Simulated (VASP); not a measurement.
Runs of VASP 6.6.1 on MgCuGe. The structure is tetragonal, space group P4/nmm (No. 129). The conventional cell has a = 4.005 Å, b = 4.005 Å, c = 6.395 Å, α = 90.00°, β = 90.00°, γ = 90.00°. Mg (site symmetry -4m2) has 4 Cu at 2.76 Å and 4 Mg at 2.83 Å and 4 Ge at 2.87 Å within 3.6 Å. Cu (site symmetry 4mm) has 5 Ge at 2.43 to 2.84 Å and 4 Mg at 2.76 Å within 3.2 Å. Within 3.2 Å of Ge (site symmetry 4mm) lie 5 Cu at 2.43 to 2.84 Å and 4 Mg at 2.87 Å. 

```csv
k mesh,gap on the mesh (eV),pressure (GPa),largest force (eV/Å)
4 × 4 × 2,none,(a),0.07
2 × 2 × 1,none,-1.8,1.09
5 × 5 × 3,none,0.6,(b)
6 × 6 × 4,none,0.7,0.09
3 × 3 × 2,none,0.7,0.09
```

Alike in all rows: task single point; level PBE; potentials or basis VASP PAW PBE potentials, release 64 (Mg, Cu, Ge_d); no spin polarisation; cell as given; cutoff (eV) 520; smearing fermi-dirac 0.15 eV.

Question: Estimate the missing entries.

Answer: (a) 0.5; (b) 0.02.

Caveats: some runs use coarse meshes; forces of over 1 eV/Å act on the atoms, so gaps and moduli don't describe the material at rest (some runs).

A k mesh can miss the band edges, and the runs leave out spin-orbit coupling on Ge.

A gap of «none» marks levels without a gap at the run's occupations.
